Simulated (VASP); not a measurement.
Cu, 2 atoms in the cell. It takes space group P6_3/mmc (No. 194, hexagonal). The conventional cell has a = 2.500 Å, b = 2.500 Å, c = 4.057 Å, α = 90.00°, β = 90.00°, γ = 120.00°. Cu (site symmetry -6m2) has 12 Cu at 2.49 to 2.50 Å within 3.3 Å. This isn't the form of Cu at room conditions, which is fcc.

```yaml
Program: VASP 6.6.1
Task: single point
Functional: PBEsol
Potentials_or_basis: VASP PAW PBE potentials, release 64 (Cu_sv_GW)
Cutoff: 820 eV
k_mesh: 12 × 12 × 7
Occupations: fermi-dirac, width 0.05 eV
Spin: no spin polarisation
Dipole_correction: no
Further_INCAR_settings: ALGO = Normal; EDIFF = 1e-06; NBANDS = 26
```

Potentials or basis: VASP PAW PBE potentials, release 64 (Cu_sv_GW).

Launch:

```sh
$ cat potpaw_PBE.64/Cu_sv_GW/POTCAR > POTCAR
$ mpirun -np 1 vasp_std > vasp.out
```

Hardware: 1 thread of Intel(R) Xeon(R) 6975P-C (Granite Rapids), on a shared host.

Estimate the wall time of this run.

Run time: 40 s on 1 thread of Intel(R) Xeon(R) 6975P-C (Granite Rapids) (shared host), peak memory 0.22 GiB. Counts: scf iterations 13, k points 76.
